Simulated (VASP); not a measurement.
# Mg in VASP: further runs

Runs on Mg. Level: LDA. Tasks: single point, relaxation of the atoms.

All numbers are computed with VASP 6.6.1; they aren't measurements. Logs are shortened: lines on timing, memory, paths and dates and some standing lists are left out, and cuts for length are marked.

## Step 1: The cell of the first run

The cell holds a slab with vacuum, 5 atoms: a = 3.137 Å, b = 3.137 Å, c = 23.158 Å, α = 90.00°, β = 90.00°, γ = 120.00°.

## Step 2: Single point, LDA

File INCAR:

```
PREC = Accurate
ENCUT = 520
EDIFF = 1E-6
ISMEAR = -1
SIGMA = 0.1
LREAL = F
LASPH = T
NELM = 100
ALGO = Normal
ISIF = 2
LWAVE = F
LCHARG = T
LDIPOL = T
IDIPOL = 3
DIPOL = 0.5 0.5 0.500
GGA = CA
LELF = T
LVHAR = T
LVACPOTAV = T
NBANDS = 13
```

File KPOINTS:

```
regular mesh
0
Gamma
  13 13 1
```

File POSCAR:

```
Mg
1.0
    3.1367078614      0.0000000000      0.0000000000
   -1.5683539307      2.7164686922      0.0000000000
    0.0000000000      0.0000000000     23.1581000000
Mg
5
Direct
    0.0000000000      0.0000000000      0.2776105540
    0.3333333333      0.6666666667      0.3891636206
    0.0000000000      0.0000000000      0.5000000000
    0.3333333333      0.6666666667      0.6108363790
    0.0000000000      0.0000000000      0.7223894462
```

Potentials or basis: VASP PAW LDA potentials, release 64 (Mg).

The run is started by

```console
cat potpaw_LDA.64/Mg/POTCAR > POTCAR
mpirun -np 1 vasp_std > vasp.out
```

OUTCAR:

```text
PREC = Accurate
   ENCUT = 520
   EDIFF = 1E-6
   ISMEAR = -1
   LREAL = F
   LASPH = T
   NELM = 100
   ISIF = 2
   GGA = CA

 ion  position               nearest neighbor table
   1  0.000  0.000  0.278-   2 3.15   2 3.15   2 3.15
   2  0.333  0.667  0.389-   3 3.14   3 3.14   3 3.14   1 3.15   1 3.15   1 3.15
   3  0.000  0.000  0.500-   4 3.14   4 3.14   4 3.14   2 3.14   2 3.14   2 3.14
   4  0.333  0.667  0.611-   3 3.14   3 3.14   3 3.14   5 3.15   5 3.15   5 3.15
   5  0.000  0.000  0.722-   4 3.15   4 3.15   4 3.15

  LATTYP: Found a hexagonal cell.
 ALAT       =     3.1367078614
 C/A-ratio  =     7.3829317307

  Lattice vectors:

 A1 = (   3.1367078614,   0.0000000000,   0.0000000000)
 A2 = (  -1.5683539307,   2.7164686922,   0.0000000000)
 A3 = (   0.0000000000,   0.0000000000,  23.1581000000)

Analysis of symmetry for initial positions (statically):
=====================================================================
 Subroutine PRICEL returns:
 Original cell was already a primitive cell.

 Routine SETGRP: Setting up the symmetry group for a
 hexagonal supercell.

 Subroutine GETGRP returns: Found 12 space group operations
 (whereof 12 operations were pure point group operations)
 out of a pool of 24 trial point group operations.

The static configuration has the point symmetry D_3h.

Analysis of symmetry for dynamics (positions and initial velocities):
=====================================================================
 Subroutine PRICEL returns:
 Original cell was already a primitive cell.

 Routine SETGRP: Setting up the symmetry group for a
 hexagonal supercell.

 Subroutine GETGRP returns: Found 12 space group operations
 (whereof 12 operations were pure point group operations)
 out of a pool of 24 trial point group operations.

The dynamic configuration has the point symmetry D_3h.

 Subroutine INISYM returns: Found 12 space group operations
 (whereof 12 operations are pure point group operations),
 and found     1 'primitive' translations

----------------------------------------------------------------------------------------

                                     Primitive cell

  volume of cell :     197.3248

  direct lattice vectors                    reciprocal lattice vectors
     3.136707861  0.000000000  0.000000000     0.318805590  0.184062493  0.000000000
    -1.568353931  2.716468692  0.000000000     0.000000000  0.368124986  0.000000000
     0.000000000  0.000000000 23.158100000     0.000000000  0.000000000  0.043181435

  length of vectors
     3.136707861  3.136707861 23.158100000     0.368124986  0.368124986  0.043181435

  position of ions in fractional coordinates (direct lattice)
     0.000000000  0.000000000  0.277610554
     0.333333333  0.666666667  0.389163621
     0.000000000  0.000000000  0.500000000
     0.333333333  0.666666667  0.610836379
     0.000000000  0.000000000  0.722389446

  ion indices of the primitive-cell ions
   primitive index   ion index
                 1           1
                 2           2
                 3           3
                 4           4
                 5           5

----------------------------------------------------------------------------------------

 KPOINTS: regular mesh

Automatic generation of k-mesh.
 Grid dimensions read from file:
 generate k-points for:   13   13    1

 Generating k-lattice:

  Cartesian coordinates                     Fractional coordinates (reciprocal lattice)
     0.024523507  0.014158653  0.000000000     0.076923077  0.000000000  0.000000000
     0.000000000  0.028317307  0.000000000     0.000000000  0.076923077  0.000000000
     0.000000000  0.000000000  0.043181435     0.000000000  0.000000000  1.000000000

  Length of vectors
     0.028317307  0.028317307  0.043181435

  Shift w.r.t. Gamma in fractional coordinates (k-lattice)
     0.000000000  0.000000000  0.000000000

 Subroutine IBZKPT returns following result:
 ===========================================

 Found     21 irreducible k-points:

 Following reciprocal coordinates:
            Coordinates               Weight
  0.000000  0.000000  0.000000      1.000000
  0.076923  0.000000  0.000000      6.000000
  0.153846  0.000000  0.000000      6.000000
  0.230769  0.000000  0.000000      6.000000
  0.307692  0.000000  0.000000      6.000000
  0.384615  0.000000  0.000000      6.000000
[... 13 lines left out ...]
  0.384615  0.230769  0.000000      6.000000
  0.307692  0.307692  0.000000      6.000000
   k-points           NKPTS =     21   k-points in BZ     NKDIM =     21   number of bands    NBANDS=     13
   number of dos      NEDOS =    301   number of ions     NIONS =      5
   total plane-waves  NPLWV = 103680
   dimension x,y,z NGX =    24 NGY =   24 NGZ =  180
   dimension x,y,z NGXF=    48 NGYF=   48 NGZF=  360
   ions per type =               5
   NGX,Y,Z   is equivalent  to a cutoff of  12.72, 12.72, 12.92 a.u.
   NGXF,Y,Z  is equivalent  to a cutoff of  25.44, 25.44, 25.84 a.u.
 SYSTEM =  unknown system
   PREC   = accura    normal or accurate (medium, high low for compatibility)
   ISTART =      0    job   : 0-new  1-cont  2-samecut
   ICHARG =      2    charge: 1-file 2-atom 10-const
   ISPIN  =      1    spin polarized calculation?
   LNONCOLLINEAR =      F non collinear calculations
   LSORBIT =      F    spin-orbit coupling
   LASPH  =      T    aspherical Exc in radial PAW
   ENCUT  =  520.0 eV  38.22 Ry    6.18 a.u.   5.83  5.83 43.06*2*pi/ulx,y,z
   NELM   =    100;   NELMIN=  2; NELMDL= -5     # of ELM steps
   EDIFF  = 0.1E-05   stopping-criterion for ELM
   LREAL  =      F    real-space projection
   EDIFFG = 0.1E-04   stopping-criterion for IOM
   NSW    =      0    number of steps for IOM
   IBRION =     -1    ionic relax: 0-MD 1-quasi-New 2-CG
   NFREE  =      0    steps in history (QN), initial steepest desc. (CG)
   ISIF   =      2    stress and relaxation
   ISYM   =      2    0-nonsym 1-usesym 2-fastsym
   POTIM  = 0.5000    time-step for ionic-motion
   TEBEG  =    0.0;   TEEND  =   0.0 temperature during run
   PSTRESS=    0.0 pullay stress
   NELECT =      10.0000    total number of electrons
   NUPDOWN=      -1.0000    fix difference up-down
   EMIN   =  10.00;   EMAX   =-10.00  energy-range for DOS
   EFERMI =   0.00;   METHOD = LEGACY
   ISMEAR =    -1;   SIGMA  =   0.10  broadening in eV -4-tet -1-fermi 0-gaus
   EFERMI_NEDOS =   21; number of points for ismear=-14 and -15
   IALGO  =     38    algorithm
   IMIX   =      4    mixing-type and parameters
     AMIX     =   0.40;   BMIX     =  1.00
     AMIX_MAG =   1.60;   BMIX_MAG =  1.00
  volume/ion in A,a.u.               =      39.46       266.32
  Fermi-wavevector in a.u.,A,eV,Ry     =   0.605826  1.144844  4.993673  0.367025
  Thomas-Fermi vector in A             =   1.659693
   LORBIT       =      0    0 simple, 1 ext, 2 COOP (PROOUT), +10 PAW based schemes
   GGA     = CA    functional components
   LHFCALC =     F    Hartree Fock is set to
   AEXX    =    0.0000 exact exchange contribution
   IVDW    =     0    specifies the selected vdW correction
   LEPSILON=     F    determine dielectric tensor
   LRPA    =     F    only Hartree local field effects (RPA)
 non-spin polarized calculation
  energy-cutoff  :      520.00
  volume of cell :      197.32
 maximum number of plane-waves:      5352
 NGX is ok and might be reduce to    24
   NGX = 11   NGY = 11   NGZ = 87

 dipolmoment           0.000000      0.000000     -0.000000 electrons x Angstroem

 number of electron      10.0000000 magnetization

 dipolmoment           0.000000      0.000000      0.000000 electrons x Angstroem

 Free energy of the ion-electron system (eV)
  ---------------------------------------------------
  ext. energy  EPLUGINS =         0.00000000
  ---------------------------------------------------
  free energy    TOTEN  =        -8.38998686 eV

  energy without entropy =       -8.32239874  energy(sigma->0) =       -8.35619280

 E-fermi :  -0.1332     XC(G=0):  -5.6604

 val. band max:       -0.1891558026   @ k =   0.3846   0.0000   0.0000
 cond. band min:      -0.0587383578   @ k =   0.3077   0.3077   0.0000
 fundamental gap:      0.1304174448
 Fermi energy:        -0.1332470219

 k-point     1 :       0.0000    0.0000    0.0000
  band No.  band energies     occupation
      1      -7.0799      2.00000
      2      -6.5096      2.00000
      3      -5.6116      2.00000
      4      -4.3868      2.00000
      5      -2.8286      2.00000
      6      -1.3577      1.99999
      7       0.5677      0.00180
      8       2.1906      0.00000
      9       3.1285      0.00000
     10       4.4633      0.00000
     11       4.6024      0.00000
     12       7.0520      0.00000
     13       7.1056      0.00000

 k-point     2 :       0.0769    0.0000    0.0000
  band No.  band energies     occupation
      1      -6.9592      2.00000
      2      -6.3895      2.00000
      3      -5.4924      2.00000
      4      -4.2686      2.00000
      5      -2.7108      2.00000
      6      -1.2460      1.99997
      7       0.6807      0.00058
      8       2.3038      0.00000
      9       3.2453      0.00000
     10       4.5754      0.00000
     11       4.7151      0.00000
     12       7.1516      0.00000
     13       7.2041      0.00000

 k-point     3 :       0.1538    0.0000    0.0000
  band No.  band energies     occupation
      1      -6.5984      2.00000
      2      -6.0304      2.00000
      3      -5.1358      2.00000
      4      -3.9151      2.00000
      5      -2.3590      2.00000
      6      -0.9107      1.99916
      7       1.0167      0.00002
      8       2.6386      0.00000
      9       3.5933      0.00000
     10       4.9037      0.00000
     11       5.0451      0.00000
     12       6.7596      0.00000
     13       7.1566      0.00000

 k-point     4 :       0.2308    0.0000    0.0000
  band No.  band energies     occupation
      1      -6.0002      2.00000
      2      -5.4350      2.00000
      3      -4.5447      2.00000
      4      -3.3298      2.00000
      5      -1.7789      2.00000
      6      -0.3520      1.79817
      7       1.5581      0.00000
      8       3.1587      0.00000
      9       4.1399      0.00000
     10       4.5496      0.00000
     11       4.9319      0.00000
     12       5.3892      0.00000
     13       5.6147      0.00000

 k-point     5 :       0.3077    0.0000    0.0000
  band No.  band energies     occupation
      1      -5.1695      2.00000
      2      -4.6082      2.00000
      3      -3.7246      2.00000
      4      -2.5193      2.00000
      5      -0.9866      1.99961
      6       0.4288      0.00722
      7       1.9796      0.00000
      8       2.7544      0.00000
      9       2.8092      0.00000
     10       3.6284      0.00000
     11       4.1012      0.00000
     12       4.8788      0.00000
     13       5.0563      0.00000
[... 209 lines left out ...]
 k-point    19 :       0.3077    0.2308    0.0000
  band No.  band energies     occupation
      1      -2.7255      2.00000
      2      -2.1801      2.00000
      3      -1.3302      1.99999
      4      -0.2361      1.47340
      5       0.1219      0.14464
      6       0.8819      0.00008
      7       1.2094      0.00000
      8       1.6272      0.00000
      9       2.0430      0.00000
     10       2.1169      0.00000
     11       2.7097      0.00000
     12       3.2079      0.00000
     13       3.2995      0.00000

 k-point    20 :       0.3846    0.2308    0.0000
  band No.  band energies     occupation
      1      -1.3946      1.99999
      2      -1.3445      1.99999
      3      -0.9283      1.99930
      4      -0.7614      1.99627
      5      -0.2664      1.58225
      6       0.3815      0.01157
      7       1.1459      0.00001
      8       1.2428      0.00000
      9       1.3881      0.00000
     10       2.4961      0.00000
     11       2.6651      0.00000
     12       3.1198      0.00000
     13       3.4300      0.00000

 k-point    21 :       0.3077    0.3077    0.0000
  band No.  band energies     occupation
      1      -1.4793      2.00000
      2      -0.9535      1.99945
      3      -0.2126      1.37730
      4      -0.0587      0.64379
      5       0.0155      0.36861
      6       0.2809      0.03132
      7       0.4961      0.00369
      8       1.0992      0.00001
      9       1.4291      0.00000
     10       2.0135      0.00000
     11       2.6285      0.00000
     12       2.8029      0.00000
     13       2.9693      0.00000

------------------------ aborting loop because EDIFF is reached ----------------------------------------

  FORCE on cell =-STRESS in cart. coord.  units (eV):
  Direction    XX          YY          ZZ          XY          YZ          ZX
  --------------------------------------------------------------------------------------
  -------------------------------------------------------------------------------------
  Total       -1.4533283     -1.4533283     -0.1697729      0.0000000     -0.0000000      0.0000000
  in kB      -11.8002884    -11.8002884     -1.3784696      0.0000000     -0.0000000      0.0000000
  external PRESSURE =      -8.3263488 kB  Pullay stress =       0.0000000 kB

 VOLUME and BASIS-vectors are now :
 -----------------------------------------------------------------------------
  energy-cutoff  :      520.00
  volume of cell :      197.32
      direct lattice vectors                 reciprocal lattice vectors
     3.136707861  0.000000000  0.000000000     0.318805590  0.184062493  0.000000000
    -1.568353931  2.716468692  0.000000000     0.000000000  0.368124986  0.000000000
     0.000000000  0.000000000 23.158100000     0.000000000  0.000000000  0.043181435

 POSITION                                       TOTAL-FORCE (eV/Angst)
 -----------------------------------------------------------------------------------
      0.00000      0.00000      6.42893         0.000000      0.000000      0.015507
     -0.00000      1.81098      9.01229         0.000000      0.000000      0.001514
      0.00000      0.00000     11.57905        -0.000000      0.000000      0.000000
     -0.00000      1.81098     14.14581         0.000000      0.000000     -0.001514
      0.00000      0.00000     16.72917         0.000000     -0.000000     -0.015507
 -----------------------------------------------------------------------------------
    total drift:                                0.000000     -0.000000      0.000000

  FREE ENERGIE OF THE ION-ELECTRON SYSTEM (eV)
  ---------------------------------------------------
  free  energy   TOTEN  =        -8.3899868624 eV

  energy  without entropy=       -8.3223987390  energy(sigma->0) =       -8.35619280

 vacuum level on the upper side and lower side of the slab         3.737         3.737
```

Run time: 30 s. Hardware: 1 thread of Intel Xeon 6975P-C (Granite Rapids), shared host; peak memory 0.25 GiB.

What came out:

| Item | Value |
| --- | --- |
| Free energy | -8.3900 eV |
| Largest force | 0.016 eV/Å |
| Band gap on the k mesh | zero (bands 5 and 6 overlap by 1.53 eV) |

Forces in eV/Å, atoms in the order of the input:
```
Mg   0.000  0.000  0.016
Mg   0.000  0.000  0.002
Mg   0.000  0.000  0.000
Mg   0.000  0.000 -0.002
Mg   0.000  0.000 -0.016
```

[end of part 1 of 2]
